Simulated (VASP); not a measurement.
# Mg8HO8 (a cell with a defect) in VASP: molecular dynamics with PBE

Aim: the molecular dynamics of Mg8HO8 (a cell with a defect) with PBE.

All numbers are computed with VASP 6.6.1; they aren't measurements. Logs are shortened: lines on timing, memory, paths and dates and some standing lists are left out, and cuts for length are marked.

## (1) The cell of the first run

The cell holds a defect, 17 atoms: a = 5.466 Å, b = 5.466 Å, c = 5.466 Å, α = 60.00°, β = 60.00°, γ = 60.00°.

## (2) Molecular dynamics, PBE, collinear spin

Contents of INCAR:

```
SYSTEM = Mg8HO8
  PREC = Accurate
  ENCUT = 520
  EDIFF = 1E-5
  ISMEAR = -1
  SIGMA = 0.05
  LREAL = Auto
  LASPH = .TRUE.
  NELM = 150
  ALGO = Normal
  ISIF = 2
  LWAVE = .FALSE.
  LCHARG = .FALSE.
  ISPIN = 2
  MAGMOM = 0 0 0 0 0 0 0 0 0 0 0 0 0 0 0 0 1
  LORBIT = 11
  GGA = PE
  IBRION = 0
  NSW = 40
  POTIM = 0.5
  TEBEG = 840.0
  TEEND = 840.0
  ISYM = 0
  NELMIN = 4
  RANDOM_SEED = 308989 0 0
  MDALGO = 2
  SMASS = 0
```

Contents of KPOINTS:

```
Automatic mesh
0
G
  2 2 2
  0 0 0
```

Contents of POSCAR:

```
Mg8HO8
1.0
    0.0000000000      3.8650000000      3.8650000000
    3.8650000000      0.0000000000      3.8650000000
    3.8650000000      3.8650000000      0.0000000000
Mg O H
8 8 1
Direct
   -0.0050919600      0.0145988000      0.0055377600
   -0.0026308000     -0.0135828800      0.5073734900
   -0.0117645500      0.5024251900      0.0095664900
    0.0134633200      0.4955019400      0.4935777100
    0.5136818800      0.0065079900     -0.0122087500
    0.4798295100      0.0015461600      0.5150321000
    0.5084153800      0.4941978100     -0.0155650500
    0.5082423800      0.4970223900      0.4975444100
    0.2613932400      0.2678252200      0.2357387500
    0.2539789900      0.2480494700      0.7569478200
    0.2337891800      0.7515921300      0.2386118300
    0.2364044900      0.7501351400      0.7658726400
    0.7424796800      0.2479584600      0.2644306300
    0.7661290200      0.2473422400      0.7520901100
    0.7474010400      0.7536851600      0.2462893700
    0.7469292400      0.7406628900      0.7459183700
    0.3709373900      0.8727715200      0.3717089000
```

Potentials or basis: VASP PAW PBE potentials, release 64 (Mg, O, H).

Run with:

```
> cat potpaw_PBE.64/Mg/POTCAR potpaw_PBE.64/O/POTCAR potpaw_PBE.64/H/POTCAR > POTCAR
> mpirun -np 1 vasp_std > vasp.out
```

OUTCAR:

```text
SYSTEM = Mg8HO8
   PREC = Accurate
   ENCUT = 520
   EDIFF = 1E-5
   ISMEAR = -1
   LREAL = Auto
   LASPH = .TRUE.
   NELM = 150
   ISIF = 2
   ISPIN = 2
   LORBIT = 11
   GGA = PE
   IBRION = 0
   NSW = 40
   POTIM = 0.5
   TEBEG = 840.0
   ISYM = 0
   NELMIN = 4

 ion  position               nearest neighbor table
   1  0.995  0.015  0.006-  11 1.83  14 1.87  13 1.90  10 1.90  12 1.95  15 1.97   7 2.64   3 2.66
                             6 2.67   2 2.68   5 2.70   4 2.72   4 2.76   5 2.77   2 2.80   6 2.80
   2  0.997  0.986  0.507-  17 1.67  16 1.92  12 1.92  13 1.93  11 1.95  14 1.96   9 2.11   5 2.64
                             1 2.68   4 2.68   3 2.70   6 2.70   8 2.73   8 2.73   6 2.77   3 2.77
   3  0.988  0.502  0.010-  15 1.89  12 1.92  13 1.93   9 1.94  16 1.95  10 1.96   8 2.65   1 2.66
                             5 2.68   2 2.70   4 2.70   7 2.72   7 2.76   2 2.77   4 2.77   5 2.79
   4  0.013  0.496  0.494-  11 1.85   9 1.88  14 1.92  16 1.93  10 1.95  15 1.98   6 2.63   2 2.68
                             3 2.70   1 2.72   8 2.72   7 2.72   7 2.75   8 2.75   1 2.76   3 2.77
   5  0.514  0.007  0.988-  17 1.72  10 1.90  15 1.90  14 1.91  16 1.97   9 1.97  11 2.07   2 2.64
                             7 2.64   3 2.68   8 2.68   6 2.70   1 2.70   1 2.77   6 2.78   8 2.79
   6  0.480  0.002  0.515-  17 1.70  10 1.89  12 1.91  16 1.93   9 1.93  13 1.97  15 2.00   4 2.63
                             1 2.67   7 2.67   5 2.70   2 2.70   8 2.73   8 2.74   2 2.77   5 2.78
   7  0.508  0.494  0.984-   9 1.83  14 1.86  16 1.87  12 1.90  11 1.98  13 1.99   5 2.64   1 2.64
                             8 2.65   6 2.67   3 2.72   4 2.72   4 2.75   3 2.76   6 2.80   8 2.81
   8  0.508  0.497  0.498-  17 1.68  13 1.86  15 1.92  10 1.95  14 1.98  12 2.02  11 2.06   3 2.65
                             7 2.65   5 2.68   4 2.72   6 2.73   2 2.73   2 2.73   6 2.74   4 2.75
   9  0.261  0.268  0.236-   7 1.83   4 1.88   6 1.93   3 1.94   5 1.97   2 2.11
  10  0.254  0.248  0.757-   6 1.89   5 1.90   1 1.90   8 1.95   4 1.95   3 1.96
  11  0.234  0.752  0.239-   1 1.83   4 1.85   2 1.95   7 1.98   8 2.06   5 2.07
  12  0.236  0.750  0.766-   7 1.90   6 1.91   3 1.92   2 1.92   1 1.95   8 2.02
  13  0.742  0.248  0.264-   8 1.86   1 1.90   2 1.93   3 1.93   6 1.97   7 1.99
  14  0.766  0.247  0.752-   7 1.86   1 1.87   5 1.91   4 1.92   2 1.96   8 1.98
  15  0.747  0.754  0.246-   3 1.89   5 1.90   8 1.92   1 1.97   4 1.98   6 2.00
  16  0.747  0.741  0.746-   7 1.87   2 1.92   4 1.93   6 1.93   3 1.95   5 1.97
  17  0.371  0.873  0.372-   2 1.67   8 1.68   6 1.70   5 1.72

IMPORTANT INFORMATION: All symmetrisations will be switched off!
NOSYMM: (Re-)initialisation of all symmetry stuff for point group C_1.

----------------------------------------------------------------------------------------

                                     Primitive cell

  volume of cell :     115.4725

  direct lattice vectors                    reciprocal lattice vectors
     0.000000000  3.865000000  3.865000000    -0.129366106  0.129366106  0.129366106
     3.865000000  0.000000000  3.865000000     0.129366106 -0.129366106  0.129366106
     3.865000000  3.865000000  0.000000000     0.129366106  0.129366106 -0.129366106

  length of vectors
     5.465935419  5.465935419  5.465935419     0.224068669  0.224068669  0.224068669

  position of ions in fractional coordinates (direct lattice)
     0.994908040  0.014598800  0.005537760
     0.997369200  0.986417120  0.507373490
     0.988235450  0.502425190  0.009566490
     0.013463320  0.495501940  0.493577710
     0.513681880  0.006507990  0.987791250
     0.479829510  0.001546160  0.515032100
[... 9 lines left out ...]
     0.746929240  0.740662890  0.745918370
     0.370937390  0.872771520  0.371708900

  ion indices of the primitive-cell ions
   primitive index   ion index
                 1           1
                 2           2
                 3           3
                 4           4
                 5           5
                 6           6
[... 9 lines left out ...]
                16          16
                17          17

----------------------------------------------------------------------------------------

 KPOINTS: Automatic mesh

Automatic generation of k-mesh.
 Grid dimensions read from file:
 generate k-points for:    2    2    2

 Generating k-lattice:

  Cartesian coordinates                     Fractional coordinates (reciprocal lattice)
    -0.064683053  0.064683053  0.064683053     0.500000000  0.000000000  0.000000000
     0.064683053 -0.064683053  0.064683053     0.000000000  0.500000000  0.000000000
     0.064683053  0.064683053 -0.064683053     0.000000000  0.000000000  0.500000000

  Length of vectors
     0.112034334  0.112034334  0.112034334

  Shift w.r.t. Gamma in fractional coordinates (k-lattice)
     0.000000000  0.000000000  0.000000000

 Subroutine IBZKPT returns following result:
[... 35 lines left out ...]
   NSW    =     40    number of steps for IOM
   IBRION =      0    ionic relax: 0-MD 1-quasi-New 2-CG
   NFREE  =      0    steps in history (QN), initial steepest desc. (CG)
   ISIF   =      2    stress and relaxation
   ISYM   =      0    0-nonsym 1-usesym 2-fastsym
   POTIM  = 0.5000    time-step for ionic-motion
   TEBEG  =  840.0;   TEEND  = 840.0 temperature during run
   PSTRESS=    0.0 pullay stress
   NELECT =      65.0000    total number of electrons
   NUPDOWN=      -1.0000    fix difference up-down
   EMIN   =  10.00;   EMAX   =-10.00  energy-range for DOS
   EFERMI =   0.00;   METHOD = LEGACY
   ISMEAR =    -1;   SIGMA  =   0.05  broadening in eV -4-tet -1-fermi 0-gaus
   EFERMI_NEDOS =   21; number of points for ismear=-14 and -15
   IALGO  =     38    algorithm
   IMIX   =      4    mixing-type and parameters
     AMIX     =   0.40;   BMIX     =  1.00
     AMIX_MAG =   1.60;   BMIX_MAG =  1.00
  volume/ion in A,a.u.               =       6.79        45.84
  Fermi-wavevector in a.u.,A,eV,Ry     =   1.351719  2.554379 24.859811  1.827145
  Thomas-Fermi vector in A             =   2.479118
   LORBIT       =     11    0 simple, 1 ext, 2 COOP (PROOUT), +10 PAW based schemes
   GGA     = PE    functional components
   LHFCALC =     F    Hartree Fock is set to
   AEXX    =    0.0000 exact exchange contribution
   IVDW    =     0    specifies the selected vdW correction
   LEPSILON=     F    determine dielectric tensor
   LRPA    =     F    only Hartree local field effects (RPA)
 molecular dynamics for ions
 spin polarized calculation
  energy-cutoff  :      520.00
  volume of cell :      115.47
 maximum number of plane-waves:      3138
 NGX is ok and might be reduce to    42
   NGX = 21   NGY = 21   NGZ = 21

--------------------------------------- Ionic step        1  -------------------------------------------

 number of electron      64.9999998 magnetization       0.7499010

 Free energy of the ion-electron system (eV)
  ---------------------------------------------------
  ext. energy  EPLUGINS =         0.00000000
  ---------------------------------------------------
  free energy    TOTEN  =       -84.95670049 eV

  energy without entropy =      -84.94605737  energy(sigma->0) =      -84.95137893

------------------------ aborting loop because EDIFF is reached ----------------------------------------

  FORCE on cell =-STRESS in cart. coord.  units (eV):
  Direction    XX          YY          ZZ          XY          YZ          ZX
  --------------------------------------------------------------------------------------
  -------------------------------------------------------------------------------------
  Total       64.5714763     64.2982004     66.0040059     -0.2473072     -0.4044723      0.0679944
  in kB      895.9273776    892.1356826    915.8036850     -3.4313810     -5.6120421      0.9434208
  external PRESSURE =     901.2889151 kB  Pullay stress =       0.0000000 kB
[... 160 lines left out ...]
  ENERGY OF THE ELECTRON-ION-THERMOSTAT SYSTEM (eV)
  ---------------------------------------------------
% ion-electron   TOTEN  =       -84.937782  see above
  kinetic energy EKIN   =         1.718379
  kin. lattice  EKIN_LAT=         0.000000  (temperature  830.87 K)
  nose potential ES     =        -0.000104
  nose kinetic   EPS    =         0.000001
  ---------------------------------------------------
  total energy   ETOTAL =       -83.219508 eV

[... ionic steps 4 to 37 ...]

--------------------------------------- Ionic step       38  -------------------------------------------

 number of electron      65.0000003 magnetization       0.7500094

------------------------ aborting loop because EDIFF is reached ----------------------------------------
[... 117 lines left out ...]
--------------------------------------- Ionic step       40  -------------------------------------------

 number of electron      65.0000001 magnetization       0.7500114

 Free energy of the ion-electron system (eV)
  ---------------------------------------------------
  ext. energy  EPLUGINS =         0.00000000
  ---------------------------------------------------
  free energy    TOTEN  =       -83.32991015 eV

  energy without entropy =      -83.32080039  energy(sigma->0) =      -83.32535527

 E-fermi :   9.9456     XC(G=0): -12.4560

 val. band max:        9.8758675262   @ k =   0.0000   0.5000   0.5000
 cond. band min:       9.9870111424   @ k =   0.5000   0.0000   0.5000
 fundamental gap:      0.1111436162
 Fermi energy:         9.9456292243

 spin component 1

 k-point     1 :       0.0000    0.0000    0.0000
  band No.  band energies     occupation
      1     -13.4575      1.00000
      2     -11.5298      1.00000
      3     -11.3933      1.00000
      4     -11.3735      1.00000
      5     -11.2627      1.00000
      6     -10.9198      1.00000
[... 349 lines left out ...]
     41      17.9206      0.00000
     42      18.0276      0.00000
 Fermi energy:         9.9456292243

 spin component 2

 k-point     1 :       0.0000    0.0000    0.0000
  band No.  band energies     occupation
      1     -13.3813      1.00000
      2     -11.4800      1.00000
      3     -11.3574      1.00000
      4     -11.2765      1.00000
      5     -11.1729      1.00000
      6     -10.8487      1.00000
[... 399 lines left out ...]
  ENERGY OF THE ELECTRON-ION-THERMOSTAT SYSTEM (eV)
  ---------------------------------------------------
% ion-electron   TOTEN  =       -83.329910  see above
  kinetic energy EKIN   =         1.923867
  kin. lattice  EKIN_LAT=         0.000000  (temperature  930.23 K)
  nose potential ES     =        -1.867650
  nose kinetic   EPS    =         0.054345
  ---------------------------------------------------
  total energy   ETOTAL =       -83.219349 eV

 total charge

# of ion       s       p       d       tot
------------------------------------------
    1        0.198   0.288   0.153   0.639
    2        0.199   0.293   0.160   0.652
    3        0.210   0.316   0.175   0.701
    4        0.212   0.318   0.175   0.706
    5        0.202   0.293   0.157   0.652
    6        0.195   0.282   0.151   0.627
[... 9 lines left out ...]
   16        1.559   3.761   0.000   5.319
   17        0.622   0.033   0.000   0.655
--------------------------------------------------
tot         14.736  32.216   1.297  48.249

 magnetization (x)

# of ion       s       p       d       tot
------------------------------------------
    1        0.000   0.001   0.001   0.003
    2       -0.000   0.001   0.004   0.004
    3        0.000   0.001   0.001   0.003
    4        0.001   0.002   0.002   0.005
    5       -0.001  -0.000   0.001   0.000
    6        0.001   0.006   0.009   0.016
[... 9 lines left out ...]
   16       -0.000  -0.000   0.000  -0.001
   17        0.243   0.003   0.000   0.246
--------------------------------------------------
tot          0.276   0.280   0.027   0.583
```

It took 31 min on 1 thread of Intel Xeon Platinum 8488C (Sapphire Rapids), shared host; peak memory 0.44 GiB.

Results:

```yaml
Valence_electrons_inside_the_program's_atomic_spheres: Mg 0.64, 0.65, 0.70, 0.71, 0.63, 0.68 (each value once); O 5.25, 5.30, 5.28, 5.26, 5.32 (each value once); H 0.66
```

Caveat: the k points lie up to 0.70 Å⁻¹ apart.
